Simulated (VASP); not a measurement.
# Hf (Im-3m) in VASP: notebook

Runs on Hf. Level: PBEsol. Tasks: relaxation of cell and atoms.

All numbers are computed with VASP 6.6.1; they aren't measurements. Logs are shortened: lines on timing, memory, paths and dates and some standing lists are left out, and cuts for length are marked.

**1. The cell of the first run**

Symmetry: Im-3m, No. 229, cubic system. The conventional cell has a = 3.610 Å, b = 3.610 Å, c = 3.610 Å, α = 90.00°, β = 90.00°, γ = 90.00°. Within 4.1 Å of Hf (site symmetry m-3m) lie 14 Hf at 3.13 to 3.61 Å.

**2. Relaxation of cell and atoms, PBEsol, target pressure 2 GPa, at which the enthalpy is minimised**

INCAR

```
ALGO = Normal
EDIFF = 1E-6
EDIFFG = -0.01
ENCUT = 600
GGA = PS
IBRION = 2
ISIF = 3
ISMEAR = -1
LASPH = True
LCHARG = False
LREAL = False
LWAVE = False
NELM = 80
NSW = 60
PREC = Accurate
PSTRESS = 20.0
SIGMA = 0.05
```

KPOINTS

```
k-points
0
Gamma
  10 10 10
```

POSCAR

```
Hf
1.0
   -1.8050000000      1.8050000000      1.8050000000
    1.8050000000     -1.8050000000      1.8050000000
    1.8050000000      1.8050000000     -1.8050000000
Hf
1
Direct
    0.0000000000      0.0000000000      0.0000000000
```

Potentials or basis: VASP PAW PBE potentials, release 64 (Hf_pv).

Launch:

```console
cat potpaw_PBE.64/Hf_pv/POTCAR > POTCAR
mpirun -np 1 vasp_std > vasp.out
```

OUTCAR:

```text
EDIFF = 1E-6
   EDIFFG = -0.01
   ENCUT = 600
   GGA = PS
   IBRION = 2
   ISIF = 3
   ISMEAR = -1
   LASPH = True
   LREAL = False
   NELM = 80
   NSW = 60
   PREC = Accurate
   PSTRESS = 20.0

 ion  position               nearest neighbor table
   1  0.000  0.000  0.000-

  LATTYP: Found a body centered cubic cell.
 ALAT       =     3.6100000000

  Lattice vectors:

 A1 = (  -1.8050000000,   1.8050000000,   1.8050000000)
 A2 = (   1.8050000000,  -1.8050000000,   1.8050000000)
 A3 = (   1.8050000000,   1.8050000000,  -1.8050000000)

Analysis of symmetry for initial positions (statically):
=====================================================================
 Subroutine PRICEL returns:
 Original cell was already a primitive cell.

 Routine SETGRP: Setting up the symmetry group for a
 body centered cubic supercell.

 Subroutine GETGRP returns: Found 48 space group operations
[... 9 lines left out ...]

 Routine SETGRP: Setting up the symmetry group for a
 body centered cubic supercell.

 Subroutine GETGRP returns: Found 48 space group operations
[... 11 lines left out ...]
                                     Primitive cell

  volume of cell :      23.5229

  direct lattice vectors                    reciprocal lattice vectors
    -1.805000000  1.805000000  1.805000000     0.000000000  0.277008310  0.277008310
     1.805000000 -1.805000000  1.805000000     0.277008310  0.000000000  0.277008310
     1.805000000  1.805000000 -1.805000000     0.277008310  0.277008310  0.000000000

  length of vectors
     3.126351708  3.126351708  3.126351708     0.391748909  0.391748909  0.391748909

  position of ions in fractional coordinates (direct lattice)
     0.000000000  0.000000000  0.000000000

  ion indices of the primitive-cell ions
   primitive index   ion index
                 1           1

----------------------------------------------------------------------------------------

 KPOINTS: k-points

Automatic generation of k-mesh.
 Grid dimensions read from file:
 generate k-points for:   10   10   10

 Generating k-lattice:

  Cartesian coordinates                     Fractional coordinates (reciprocal lattice)
     0.000000000  0.027700831  0.027700831     0.100000000  0.000000000  0.000000000
     0.027700831  0.000000000  0.027700831     0.000000000  0.100000000  0.000000000
     0.027700831  0.027700831  0.000000000     0.000000000  0.000000000  0.100000000

  Length of vectors
     0.039174891  0.039174891  0.039174891

  Shift w.r.t. Gamma in fractional coordinates (k-lattice)
     0.000000000  0.000000000  0.000000000

 Subroutine IBZKPT returns following result:
 ===========================================

 Found     47 irreducible k-points:

 Following reciprocal coordinates:
            Coordinates               Weight
  0.000000  0.000000  0.000000      1.000000
  0.100000  0.000000  0.000000     12.000000
  0.200000  0.000000  0.000000     12.000000
  0.300000  0.000000  0.000000     12.000000
  0.400000  0.000000  0.000000     12.000000
  0.500000  0.000000  0.000000      6.000000
[... 16 lines left out ...]
  0.300000  0.300000  0.100000      8.000000
 -0.300000  0.300000  0.100000     24.000000
 [... further k-points ...]
   k-points           NKPTS =     47   k-points in BZ     NKDIM =     47   number of bands    NBANDS=      9
   number of dos      NEDOS =    301   number of ions     NIONS =      1
   total plane-waves  NPLWV =  21952
   dimension x,y,z NGX =    28 NGY =   28 NGZ =   28
   dimension x,y,z NGXF=    56 NGYF=   56 NGZF=   56
   ions per type =               1
   NGX,Y,Z   is equivalent  to a cutoff of  14.89, 14.89, 14.89 a.u.
   NGXF,Y,Z  is equivalent  to a cutoff of  29.78, 29.78, 29.78 a.u.
 SYSTEM =  unknown system
   PREC   = accura    normal or accurate (medium, high low for compatibility)
   ISTART =      0    job   : 0-new  1-cont  2-samecut
   ICHARG =      2    charge: 1-file 2-atom 10-const
   ISPIN  =      1    spin polarized calculation?
   LNONCOLLINEAR =      F non collinear calculations
   LSORBIT =      F    spin-orbit coupling
   LASPH  =      T    aspherical Exc in radial PAW
   ENCUT  =  600.0 eV  44.10 Ry    6.64 a.u.   6.24  6.24  6.24*2*pi/ulx,y,z
   NELM   =     80;   NELMIN=  2; NELMDL= -5     # of ELM steps
   EDIFF  = 0.1E-05   stopping-criterion for ELM
   LREAL  =      F    real-space projection
   EDIFFG = -.1E-01   stopping-criterion for IOM
   NSW    =     60    number of steps for IOM
   IBRION =      2    ionic relax: 0-MD 1-quasi-New 2-CG
   NFREE  =      1    steps in history (QN), initial steepest desc. (CG)
   ISIF   =      3    stress and relaxation
   ISYM   =      2    0-nonsym 1-usesym 2-fastsym
   POTIM  = 0.5000    time-step for ionic-motion
   TEBEG  =    0.0;   TEEND  =   0.0 temperature during run
   PSTRESS=   20.0 pullay stress
   NELECT =      10.0000    total number of electrons
   NUPDOWN=      -1.0000    fix difference up-down
   EMIN   =  10.00;   EMAX   =-10.00  energy-range for DOS
   EFERMI =   0.00;   METHOD = LEGACY
   ISMEAR =    -1;   SIGMA  =   0.05  broadening in eV -4-tet -1-fermi 0-gaus
   EFERMI_NEDOS =   21; number of points for ismear=-14 and -15
   IALGO  =     38    algorithm
   IMIX   =      4    mixing-type and parameters
     AMIX     =   0.40;   BMIX     =  1.00
     AMIX_MAG =   1.60;   BMIX_MAG =  1.00
  volume/ion in A,a.u.               =      23.52       158.74
  Fermi-wavevector in a.u.,A,eV,Ry     =   1.230961  2.326179 20.616432  1.515265
  Thomas-Fermi vector in A             =   2.365789
   LORBIT       =      0    0 simple, 1 ext, 2 COOP (PROOUT), +10 PAW based schemes
   GGA     = PS    functional components
   LHFCALC =     F    Hartree Fock is set to
   AEXX    =    0.0000 exact exchange contribution
   IVDW    =     0    specifies the selected vdW correction
   LEPSILON=     F    determine dielectric tensor
   LRPA    =     F    only Hartree local field effects (RPA)
 conjugate gradient relaxation of ions
 non-spin polarized calculation
  energy-cutoff  :      600.00
  volume of cell :       23.52
 maximum number of plane-waves:       802
 NGX is ok and might be reduce to    28
   NGX = 13   NGY = 13   NGZ = 13

--------------------------------------- Ionic step        1  -------------------------------------------

 number of electron      10.0000000 magnetization

 number of electron       9.9999999 magnetization

 Free energy of the ion-electron system (eV)
  ---------------------------------------------------
  ext. energy  EPLUGINS =         0.00000000
  ---------------------------------------------------
  free energy    TOTEN  =       -10.27226682 eV

  energy without entropy =      -10.25712275  energy(sigma->0) =      -10.26469479

------------------------ aborting loop because EDIFF is reached ----------------------------------------

  FORCE on cell =-STRESS in cart. coord.  units (eV):
  Direction    XX          YY          ZZ          XY          YZ          ZX
  --------------------------------------------------------------------------------------
  -------------------------------------------------------------------------------------
  Total       -1.3670591     -1.3670591     -1.3670591      0.0000000     -0.0000000      0.0000000
  in kB      -93.1121292    -93.1121292    -93.1121292      0.0000000     -0.0000000      0.0000000
  external PRESSURE =    -113.1121292 kB  Pullay stress =      20.0000000 kB

 VOLUME and BASIS-vectors are now :
 -----------------------------------------------------------------------------
  energy-cutoff  :      600.00
  volume of cell :       23.52
      direct lattice vectors                 reciprocal lattice vectors
    -1.805000000  1.805000000  1.805000000     0.000000000  0.277008310  0.277008310
     1.805000000 -1.805000000  1.805000000     0.277008310  0.000000000  0.277008310
     1.805000000  1.805000000 -1.805000000     0.277008310  0.277008310  0.000000000

 POSITION                                       TOTAL-FORCE (eV/Angst)
 -----------------------------------------------------------------------------------
      0.00000      0.00000      0.00000         0.000000      0.000000      0.000000
 -----------------------------------------------------------------------------------
    total drift:                                0.000000     -0.000000      0.000000

  FREE ENERGIE OF THE ION-ELECTRON SYSTEM (eV)
  ---------------------------------------------------
  free  energy   TOTEN  =       -10.2722668236 eV

  energy  without entropy=      -10.2571227548  energy(sigma->0) =      -10.26469479
[... 54 lines left out ...]
 VOLUME and BASIS-vectors are now :
 -----------------------------------------------------------------------------
  energy-cutoff  :      600.00
  volume of cell :       20.93
      direct lattice vectors                 reciprocal lattice vectors
    -1.735983752  1.735983752  1.735983752     0.000000000  0.288021129  0.288021129
     1.735983752 -1.735983752  1.735983752     0.288021129  0.000000000  0.288021129
     1.735983752  1.735983752 -1.735983752     0.288021129  0.288021129  0.000000000

 POSITION                                       TOTAL-FORCE (eV/Angst)
 -----------------------------------------------------------------------------------
      0.00000      0.00000      0.00000         0.000000      0.000000      0.000000
 -----------------------------------------------------------------------------------
    total drift:                                0.000000     -0.000000      0.000000

  FREE ENERGIE OF THE ION-ELECTRON SYSTEM (eV)
  ---------------------------------------------------
  free  energy   TOTEN  =       -10.3413449029 eV

  energy  without entropy=      -10.3280646896  energy(sigma->0) =      -10.33470480

  enthalpy is  TOTEN    =       -10.0801189197 eV   P V=        0.2612259832

--------------------------------------- Ionic step        4  -------------------------------------------

 number of electron       9.9999999 magnetization

 Free energy of the ion-electron system (eV)
  ---------------------------------------------------
  ext. energy  EPLUGINS =         0.00000000
  ---------------------------------------------------
  free energy    TOTEN  =       -10.34073807 eV

  energy without entropy =      -10.32745107  energy(sigma->0) =      -10.33409457

 E-fermi :   4.9134     XC(G=0): -11.7110

 val. band max:        4.8803092863   @ k =   0.3000   0.0000   0.0000
 cond. band min:       4.9530100389   @ k =   0.2000   0.2000   0.0000
 fundamental gap:      0.0727007526
 Fermi energy:         4.9133783188

 k-point     1 :       0.0000    0.0000    0.0000
  band No.  band energies     occupation
      1     -24.6192      2.00000
      2     -24.6192      2.00000
      3     -24.6192      2.00000
      4      -2.3754      2.00000
      5       6.4497      0.00000
      6       6.4497      0.00000
      7       6.4497      0.00000
      8       9.4502      0.00000
      9       9.4502      0.00000

 k-point     2 :       0.1000    0.0000    0.0000
  band No.  band energies     occupation
      1     -24.7264      2.00000
      2     -24.6520      2.00000
      3     -24.6199      2.00000
      4      -1.9773      2.00000
      5       6.1728      0.00000
      6       6.3224      0.00000
      7       6.8470      0.00000
      8       9.0469      0.00000
      9       9.4463      0.00000

 k-point     3 :       0.2000    0.0000    0.0000
  band No.  band energies     occupation
      1     -24.9979      2.00000
      2     -24.7367      2.00000
      3     -24.6216      2.00000
      4      -0.9102      2.00000
      5       5.5384      0.00001
      6       5.7618      0.00000
      7       8.0037      0.00000
      8       8.7889      0.00000
      9       9.5110      0.00000
[... 229 lines left out ...]
 k-point    23 :       0.3000    0.3000    0.1000
  band No.  band energies     occupation
      1     -25.2801      2.00000
      2     -25.2801      2.00000
      3     -24.8431      2.00000
      4       3.3735      2.00000
      5       4.4566      1.99978
      6       4.4566      1.99978
      7      10.3230      0.00000
      8      10.3230      0.00000
      9      12.0710      0.00000

 k-point    24 :      -0.3000    0.3000    0.1000
  band No.  band energies     occupation
      1     -25.3025      2.00000
      2     -24.8759      2.00000
      3     -24.7018      2.00000
      4       0.7313      2.00000
      5       5.0751      0.07573
      6       5.2478      0.00249
      7       8.0202      0.00000
      8       9.6541      0.00000
      9      10.3774      0.00000

 [... further k-points ...]
[... 5 lines left out ...]
  --------------------------------------------------------------------------------------
  -------------------------------------------------------------------------------------
  Total        0.2573503      0.2573503      0.2573503     -0.0000000     -0.0000000      0.0000000
  in kB       19.7529703     19.7529703     19.7529703     -0.0000000     -0.0000000      0.0000000
  external PRESSURE =      -0.2470297 kB  Pullay stress =      20.0000000 kB

 VOLUME and BASIS-vectors are now :
 -----------------------------------------------------------------------------
  energy-cutoff  :      600.00
  volume of cell :       20.87
      direct lattice vectors                 reciprocal lattice vectors
    -1.734526494  1.734526494  1.734526494     0.000000000  0.288263109  0.288263109
     1.734526494 -1.734526494  1.734526494     0.288263109  0.000000000  0.288263109
     1.734526494  1.734526494 -1.734526494     0.288263109  0.288263109  0.000000000

 POSITION                                       TOTAL-FORCE (eV/Angst)
 -----------------------------------------------------------------------------------
      0.00000      0.00000      0.00000        -0.000000     -0.000000      0.000000
 -----------------------------------------------------------------------------------
    total drift:                                0.000000      0.000000      0.000000

  FREE ENERGIE OF THE ION-ELECTRON SYSTEM (eV)
  ---------------------------------------------------
  free  energy   TOTEN  =       -10.3407380736 eV

  energy  without entropy=      -10.3274510667  energy(sigma->0) =      -10.33409457

  enthalpy is  TOTEN    =       -10.0801693906 eV   P V=        0.2605686830

 reached required accuracy - stopping structural energy minimisation
```

Run time: 35 s. Hardware: 1 thread of AMD EPYC 7R43 (Zen 3), shared host; peak memory 0.14 GiB.

What came out:

- Free energy: -10.3407 eV
- Relaxed volume: 20.87 Å³/atom
- Relaxed cell: a = 3.004 Å, b = 3.004 Å, c = 3.004 Å, α = 109.47°, β = 109.47°, γ = 109.47°
- Space group after relaxing (to 0.05 Å): Im-3m (No. 229)
- Energy change on relaxing (the enthalpy is what falls): -68.5 meV/atom
- Ionic steps: 4
- Pressure after relaxing: 2.0 GPa
- Band gap on the k mesh: zero (band 5 reaches 6.45 eV, above the bottom of band 6 at 4.07 eV)

The path:
```tsv
step	energy change (eV)	largest force (eV/Å)	pressure (GPa)	volume (Å³)
1	0.0000	0.0000	-9.31	23.52
2	0.0910	0.0000	19.31	18.31
3	-0.0691	0.0000	1.70	20.93
4	-0.0685	0.0000	1.98	20.87
```

Final structure:
```
Hf
1.0
    -1.73453    1.73453    1.73453
     1.73453   -1.73453    1.73453
     1.73453    1.73453   -1.73453
Hf
1
Cartesian
  0.0000 0.0000 0.0000
```

Caveat: the cell is relaxed towards a set pressure, so the enthalpy falls and the energy may rise; the PAW data sets were made with another functional, which shifts forces and pressure a little; spin-orbit coupling is left out, which moves the levels of the heavy elements.

(Part 1 of 2 ends here.)
